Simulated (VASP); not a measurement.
# CdS (Hawleyite) (F-43m) in VASP: further runs

The runs below take CdS (Hawleyite) through single point, with PBE.

Program: VASP 6.6.1. These are calculated values, not measurements. Logs are shortened: lines on timing, memory, paths and dates and some standing lists are left out, and cuts for length are marked.

### Step 1. The cell of the first run

The structure is cubic, space group F-43m (No. 216). The conventional cell has a = 5.833 Å, b = 5.833 Å, c = 5.833 Å, α = 90.00°, β = 90.00°, γ = 90.00°. Within 3.3 Å of Cd (site symmetry -43m) lie 4 S at 2.53 Å. Within 3.3 Å of S (site symmetry -43m) lie 4 Cd at 2.53 Å.

### Step 2. Single point, PBE

Contents of INCAR:

```
  PREC = Accurate
  ENCUT = 500
  EDIFF = 1E-6
  ISMEAR = 0
  SIGMA = 0.01
  LREAL = F
  LASPH = T
  NELM = 120
  ALGO = Normal
  ISIF = 2
  LWAVE = F
  LCHARG = F
  GGA = PE
  NBANDS = 16
  GGA_COMPAT = F
```

Contents of KPOINTS:

```
Automatic mesh
0
Gamma
  3 3 3
```

Contents of POSCAR:

```
CdS
1.0
    0.0000000000      2.9165000000      2.9165000000
    2.9165000000      0.0000000000      2.9165000000
    2.9165000000      2.9165000000      0.0000000000
Cd S
1 1
Direct
    0.0000000000      0.0000000000      0.0000000000
    0.2500000000      0.2500000000      0.2500000000
```

Potentials or basis: VASP PAW PBE potentials, release 64 (Cd, S).

Command:

```sh
> cat potpaw_PBE.64/Cd/POTCAR potpaw_PBE.64/S/POTCAR > POTCAR
> mpirun -np 1 vasp_std > vasp.out
```

OUTCAR:

```text
PREC = Accurate
   ENCUT = 500
   EDIFF = 1E-6
   ISMEAR = 0
   LREAL = F
   LASPH = T
   NELM = 120
   ISIF = 2
   GGA = PE

 ion  position               nearest neighbor table
   1  0.000  0.000  0.000-   2 2.53   2 2.53   2 2.53   2 2.53
   2  0.250  0.250  0.250-   1 2.53   1 2.53   1 2.53   1 2.53

  LATTYP: Found a face centered cubic cell.
 ALAT       =     5.8330000000

  Lattice vectors:

 A1 = (   0.0000000000,   2.9165000000,   2.9165000000)
 A2 = (   2.9165000000,   0.0000000000,   2.9165000000)
 A3 = (   2.9165000000,   2.9165000000,   0.0000000000)

Analysis of symmetry for initial positions (statically):
=====================================================================
 Subroutine PRICEL returns:
 Original cell was already a primitive cell.

 Routine SETGRP: Setting up the symmetry group for a
 face centered cubic supercell.

 Subroutine GETGRP returns: Found 24 space group operations
 (whereof 24 operations were pure point group operations)
 out of a pool of 48 trial point group operations.

The static configuration has the point symmetry T_d .

Analysis of symmetry for dynamics (positions and initial velocities):
=====================================================================
 Subroutine PRICEL returns:
 Original cell was already a primitive cell.

 Routine SETGRP: Setting up the symmetry group for a
 face centered cubic supercell.

 Subroutine GETGRP returns: Found 24 space group operations
 (whereof 24 operations were pure point group operations)
 out of a pool of 48 trial point group operations.

The dynamic configuration has the point symmetry T_d .

 Subroutine INISYM returns: Found 24 space group operations
 (whereof 24 operations are pure point group operations),
 and found     1 'primitive' translations

----------------------------------------------------------------------------------------

                                     Primitive cell

  volume of cell :      49.6153

  direct lattice vectors                    reciprocal lattice vectors
     0.000000000  2.916500000  2.916500000    -0.171438368  0.171438368  0.171438368
     2.916500000  0.000000000  2.916500000     0.171438368 -0.171438368  0.171438368
     2.916500000  2.916500000  0.000000000     0.171438368  0.171438368 -0.171438368

  length of vectors
     4.124553855  4.124553855  4.124553855     0.296939964  0.296939964  0.296939964

  position of ions in fractional coordinates (direct lattice)
     0.000000000  0.000000000  0.000000000
     0.250000000  0.250000000  0.250000000

  ion indices of the primitive-cell ions
   primitive index   ion index
                 1           1
                 2           2

----------------------------------------------------------------------------------------

 KPOINTS: Automatic mesh

Automatic generation of k-mesh.
 Grid dimensions read from file:
 generate k-points for:    3    3    3

 Generating k-lattice:

  Cartesian coordinates                     Fractional coordinates (reciprocal lattice)
    -0.057146123  0.057146123  0.057146123     0.333333333  0.000000000  0.000000000
     0.057146123 -0.057146123  0.057146123     0.000000000  0.333333333  0.000000000
     0.057146123  0.057146123 -0.057146123     0.000000000  0.000000000  0.333333333

  Length of vectors
     0.098979988  0.098979988  0.098979988

  Shift w.r.t. Gamma in fractional coordinates (k-lattice)
     0.000000000  0.000000000  0.000000000

 Subroutine IBZKPT returns following result:
 ===========================================

 Found      4 irreducible k-points:

 Following reciprocal coordinates:
            Coordinates               Weight
  0.000000  0.000000  0.000000      1.000000
  0.333333  0.000000  0.000000      8.000000
  0.333333  0.333333  0.000000      6.000000
 -0.333333  0.333333  0.000000     12.000000
   k-points           NKPTS =      4   k-points in BZ     NKDIM =      4   number of bands    NBANDS=     16
   number of dos      NEDOS =    301   number of ions     NIONS =      2
   total plane-waves  NPLWV =  27000
   dimension x,y,z NGX =    30 NGY =   30 NGZ =   30
   dimension x,y,z NGXF=    60 NGYF=   60 NGZF=   60
   ions per type =               1   1
   NGX,Y,Z   is equivalent  to a cutoff of  12.09, 12.09, 12.09 a.u.
   NGXF,Y,Z  is equivalent  to a cutoff of  24.18, 24.18, 24.18 a.u.
 SYSTEM =  unknown system
   PREC   = accura    normal or accurate (medium, high low for compatibility)
   ISTART =      0    job   : 0-new  1-cont  2-samecut
   ICHARG =      2    charge: 1-file 2-atom 10-const
   ISPIN  =      1    spin polarized calculation?
   LNONCOLLINEAR =      F non collinear calculations
   LSORBIT =      F    spin-orbit coupling
   LASPH  =      T    aspherical Exc in radial PAW
   ENCUT  =  500.0 eV  36.75 Ry    6.06 a.u.   7.52  7.52  7.52*2*pi/ulx,y,z
   NELM   =    120;   NELMIN=  2; NELMDL= -5     # of ELM steps
   EDIFF  = 0.1E-05   stopping-criterion for ELM
   LREAL  =      F    real-space projection
   EDIFFG = 0.1E-04   stopping-criterion for IOM
   NSW    =      0    number of steps for IOM
   IBRION =     -1    ionic relax: 0-MD 1-quasi-New 2-CG
   NFREE  =      0    steps in history (QN), initial steepest desc. (CG)
   ISIF   =      2    stress and relaxation
   ISYM   =      2    0-nonsym 1-usesym 2-fastsym
   POTIM  = 0.5000    time-step for ionic-motion
   TEBEG  =    0.0;   TEEND  =   0.0 temperature during run
   PSTRESS=    0.0 pullay stress
   NELECT =      18.0000    total number of electrons
   NUPDOWN=      -1.0000    fix difference up-down
   EMIN   =  10.00;   EMAX   =-10.00  energy-range for DOS
   EFERMI =   0.00;   METHOD = LEGACY
   ISMEAR =     0;   SIGMA  =   0.01  broadening in eV -4-tet -1-fermi 0-gaus
   EFERMI_NEDOS =   21; number of points for ismear=-14 and -15
   IALGO  =     38    algorithm
   IMIX   =      4    mixing-type and parameters
     AMIX     =   0.40;   BMIX     =  1.00
     AMIX_MAG =   1.60;   BMIX_MAG =  1.00
  volume/ion in A,a.u.               =      24.81       167.41
  Fermi-wavevector in a.u.,A,eV,Ry     =   1.167599  2.206442 18.548649  1.363287
  Thomas-Fermi vector in A             =   2.304097
   LORBIT       =      0    0 simple, 1 ext, 2 COOP (PROOUT), +10 PAW based schemes
   GGA     = PE    functional components
   LHFCALC =     F    Hartree Fock is set to
   AEXX    =    0.0000 exact exchange contribution
   IVDW    =     0    specifies the selected vdW correction
   LEPSILON=     F    determine dielectric tensor
   LRPA    =     F    only Hartree local field effects (RPA)
 non-spin polarized calculation
 Gauss-broadening in eV      SIGMA  =   0.01
  energy-cutoff  :      500.00
  volume of cell :       49.62
 maximum number of plane-waves:      1272
 NGX is ok and might be reduce to    30
   NGX = 15   NGY = 15   NGZ = 15

 number of electron      18.0000003 magnetization

 Free energy of the ion-electron system (eV)
  ---------------------------------------------------
  ext. energy  EPLUGINS =         0.00000000
  ---------------------------------------------------
  free energy    TOTEN  =        -5.96213344 eV

  energy without entropy =       -5.96213344  energy(sigma->0) =       -5.96213344

 E-fermi :   1.4514     XC(G=0):  -9.1161

 val. band max:        1.3961824110   @ k =   0.0000   0.0000   0.0000
 cond. band min:       2.5063234011   @ k =   0.0000   0.0000   0.0000
 fundamental gap:      1.1101409901
 Fermi energy:         1.4514428668

 k-point     1 :       0.0000    0.0000    0.0000
  band No.  band energies     occupation
      1     -10.9652      2.00000
      2      -6.4091      2.00000
      3      -6.4091      2.00000
      4      -6.4091      2.00000
      5      -5.9386      2.00000
      6      -5.9386      2.00000
[... 8 lines left out ...]
     15      12.8349      0.00000
     16      12.8349      0.00000

 k-point     2 :       0.3333    0.0000    0.0000
  band No.  band energies     occupation
      1     -10.6433      2.00000
      2      -6.3111      2.00000
      3      -6.3111      2.00000
      4      -5.9376      2.00000
      5      -5.9216      2.00000
      6      -5.9216      2.00000
[... 8 lines left out ...]
     15      12.4685      0.00000
     16      12.4685      0.00000

 k-point     3 :       0.3333    0.3333    0.0000
  band No.  band energies     occupation
      1     -10.5411      2.00000
      2      -6.1870      2.00000
      3      -6.1616      2.00000
      4      -6.1616      2.00000
      5      -5.8736      2.00000
      6      -5.8232      2.00000
[... 8 lines left out ...]
     15      13.4481      0.00000
     16      16.8228      0.00000

 k-point     4 :      -0.3333    0.3333    0.0000
  band No.  band energies     occupation
      1     -10.4392      2.00000
      2      -6.2309      2.00000
      3      -6.1577      2.00000
      4      -5.9879      2.00000
      5      -5.9160      2.00000
      6      -5.3734      2.00000
[... 8 lines left out ...]
     15      12.7395      0.00000
     16      16.0601      0.00000

------------------------ aborting loop because EDIFF is reached ----------------------------------------

  FORCE on cell =-STRESS in cart. coord.  units (eV):
  Direction    XX          YY          ZZ          XY          YZ          ZX
  --------------------------------------------------------------------------------------
  -------------------------------------------------------------------------------------
  Total        1.2138212      1.2138212      1.2138212      0.0000000      0.0000000      0.0000000
  in kB       39.1966888     39.1966888     39.1966888      0.0000000      0.0000000      0.0000000
  external PRESSURE =      39.1966888 kB  Pullay stress =       0.0000000 kB

 VOLUME and BASIS-vectors are now :
 -----------------------------------------------------------------------------
  energy-cutoff  :      500.00
  volume of cell :       49.62
      direct lattice vectors                 reciprocal lattice vectors
     0.000000000  2.916500000  2.916500000    -0.171438368  0.171438368  0.171438368
     2.916500000  0.000000000  2.916500000     0.171438368 -0.171438368  0.171438368
     2.916500000  2.916500000  0.000000000     0.171438368  0.171438368 -0.171438368

 POSITION                                       TOTAL-FORCE (eV/Angst)
 -----------------------------------------------------------------------------------
      0.00000      0.00000      0.00000        -0.000000     -0.000000     -0.000000
      1.45825      1.45825      1.45825         0.000000      0.000000      0.000000
 -----------------------------------------------------------------------------------
    total drift:                               -0.000000     -0.000000     -0.000000

  FREE ENERGIE OF THE ION-ELECTRON SYSTEM (eV)
  ---------------------------------------------------
  free  energy   TOTEN  =        -5.9621334413 eV

  energy  without entropy=       -5.9621334413  energy(sigma->0) =       -5.96213344
```

It took 5.4 s on 1 thread of AMD EPYC 7R13 (Zen 3), shared host; peak memory 0.13 GiB.

Results:

* Free energy: -5.9621 eV
* Pressure: 3.9 GPa
* Band gap on the k mesh: 1.11 eV, direct

Caveat: the k points lie up to 0.62 Å⁻¹ apart.

### Step 3. Single point, PBE

Contents of INCAR:

```
SYSTEM = CdS
PREC = Accurate ; ENCUT = 500
EDIFF = 1E-6 ; ISMEAR = 0
SIGMA = 0.01 ; LREAL = .FALSE.
LASPH = .TRUE. ; NELM = 120
ALGO = Normal ; ISIF = 2
LWAVE = .FALSE. ; LCHARG = .TRUE.
GGA = PE ; LELF = .TRUE.
LVHAR = .TRUE. ; NBANDS = 16
GGA_COMPAT = .FALSE.
```

Contents of KPOINTS:

```
Automatic mesh
0
G
  3 3 3
  0 0 0
```

POSCAR is that of step 2.

Potentials or basis: VASP PAW PBE potentials, release 64 (Cd, S).

Command:

```sh
> cat potpaw_PBE.64/Cd/POTCAR potpaw_PBE.64/S/POTCAR > POTCAR
> mpirun -np 1 vasp_std > vasp.out
```

OUTCAR:

```text
SYSTEM = CdS
   PREC = Accurate
   ENCUT = 500
   EDIFF = 1E-6
   ISMEAR = 0
   LREAL = .FALSE.
   LASPH = .TRUE.
   NELM = 120
   ISIF = 2
   GGA = PE

 ion  position               nearest neighbor table
   1  0.000  0.000  0.000-   2 2.53   2 2.53   2 2.53   2 2.53
   2  0.250  0.250  0.250-   1 2.53   1 2.53   1 2.53   1 2.53

  LATTYP: Found a face centered cubic cell.
 ALAT       =     5.8330000000

  Lattice vectors:

 A1 = (   0.0000000000,   2.9165000000,   2.9165000000)
 A2 = (   2.9165000000,   0.0000000000,   2.9165000000)
 A3 = (   2.9165000000,   2.9165000000,   0.0000000000)

Analysis of symmetry for initial positions (statically):
=====================================================================
 Subroutine PRICEL returns:
 Original cell was already a primitive cell.

 Routine SETGRP: Setting up the symmetry group for a
 face centered cubic supercell.

 Subroutine GETGRP returns: Found 24 space group operations
 (whereof 24 operations were pure point group operations)
 out of a pool of 48 trial point group operations.

The static configuration has the point symmetry T_d .

Analysis of symmetry for dynamics (positions and initial velocities):
=====================================================================
 Subroutine PRICEL returns:
 Original cell was already a primitive cell.

 Routine SETGRP: Setting up the symmetry group for a
 face centered cubic supercell.

 Subroutine GETGRP returns: Found 24 space group operations
 (whereof 24 operations were pure point group operations)
 out of a pool of 48 trial point group operations.

The dynamic configuration has the point symmetry T_d .

 Subroutine INISYM returns: Found 24 space group operations
 (whereof 24 operations are pure point group operations),
 and found     1 'primitive' translations

[... 88 lines left out ...]
   ISMEAR =     0;   SIGMA  =   0.01  broadening in eV -4-tet -1-fermi 0-gaus
   EFERMI_NEDOS =   21; number of points for ismear=-14 and -15
   IALGO  =     38    algorithm
   IMIX   =      4    mixing-type and parameters
     AMIX     =   0.40;   BMIX     =  1.00
     AMIX_MAG =   1.60;   BMIX_MAG =  1.00
  volume/ion in A,a.u.               =      24.81       167.41
  Fermi-wavevector in a.u.,A,eV,Ry     =   1.167599  2.206442 18.548649  1.363287
  Thomas-Fermi vector in A             =   2.304097
   LORBIT       =      0    0 simple, 1 ext, 2 COOP (PROOUT), +10 PAW based schemes
   GGA     = PE    functional components
   LHFCALC =     F    Hartree Fock is set to
   AEXX    =    0.0000 exact exchange contribution
   IVDW    =     0    specifies the selected vdW correction
   LEPSILON=     F    determine dielectric tensor
   LRPA    =     F    only Hartree local field effects (RPA)
 non-spin polarized calculation
 Gauss-broadening in eV      SIGMA  =   0.01
  energy-cutoff  :      500.00
  volume of cell :       49.62
 maximum number of plane-waves:      1272
 NGX is ok and might be reduce to    30
   NGX = 15   NGY = 15   NGZ = 15

 number of electron      18.0000003 magnetization

 Free energy of the ion-electron system (eV)
  ---------------------------------------------------
  ext. energy  EPLUGINS =         0.00000000
  ---------------------------------------------------
  free energy    TOTEN  =        -5.96213344 eV

  energy without entropy =       -5.96213344  energy(sigma->0) =       -5.96213344

 E-fermi :   1.4514     XC(G=0):  -9.1161

 val. band max:        1.3961824110   @ k =   0.0000   0.0000   0.0000
 cond. band min:       2.5063234011   @ k =   0.0000   0.0000   0.0000
 fundamental gap:      1.1101409901
 Fermi energy:         1.4514428668

 k-point     1 :       0.0000    0.0000    0.0000
  band No.  band energies     occupation
      1     -10.9652      2.00000
      2      -6.4091      2.00000
      3      -6.4091      2.00000
      4      -6.4091      2.00000
      5      -5.9386      2.00000
      6      -5.9386      2.00000
[... 53 lines left out ...]
      3      -6.1577      2.00000
      4      -5.9879      2.00000
      5      -5.9160      2.00000
      6      -5.3734      2.00000
[... 8 lines left out ...]
     15      12.7395      0.00000
     16      16.0601      0.00000

------------------------ aborting loop because EDIFF is reached ----------------------------------------

  FORCE on cell =-STRESS in cart. coord.  units (eV):
  Direction    XX          YY          ZZ          XY          YZ          ZX
  --------------------------------------------------------------------------------------
  -------------------------------------------------------------------------------------
  Total        1.2138212      1.2138212      1.2138212      0.0000000      0.0000000      0.0000000
  in kB       39.1966888     39.1966888     39.1966888      0.0000000      0.0000000      0.0000000
  external PRESSURE =      39.1966888 kB  Pullay stress =       0.0000000 kB

 VOLUME and BASIS-vectors are now :
 -----------------------------------------------------------------------------
  energy-cutoff  :      500.00
  volume of cell :       49.62
      direct lattice vectors                 reciprocal lattice vectors
     0.000000000  2.916500000  2.916500000    -0.171438368  0.171438368  0.171438368
     2.916500000  0.000000000  2.916500000     0.171438368 -0.171438368  0.171438368
     2.916500000  2.916500000  0.000000000     0.171438368  0.171438368 -0.171438368

 POSITION                                       TOTAL-FORCE (eV/Angst)
 -----------------------------------------------------------------------------------
      0.00000      0.00000      0.00000        -0.000000     -0.000000     -0.000000
      1.45825      1.45825      1.45825         0.000000      0.000000      0.000000
 -----------------------------------------------------------------------------------
    total drift:                               -0.000000     -0.000000     -0.000000

  FREE ENERGIE OF THE ION-ELECTRON SYSTEM (eV)
  ---------------------------------------------------
  free  energy   TOTEN  =        -5.9621334413 eV

  energy  without entropy=       -5.9621334413  energy(sigma->0) =       -5.96213344
```

Run time: 6.3 s. Hardware: 1 thread of AMD EPYC 7R13 (Zen 3), shared host; peak memory 0.13 GiB.

Results:

```yaml
Free_energy: -5.9621 eV
Pressure: 3.9 GPa
Band_gap_on_the_k_mesh: 1.11 eV, direct
```

Caveat: the k points lie up to 0.62 Å⁻¹ apart.
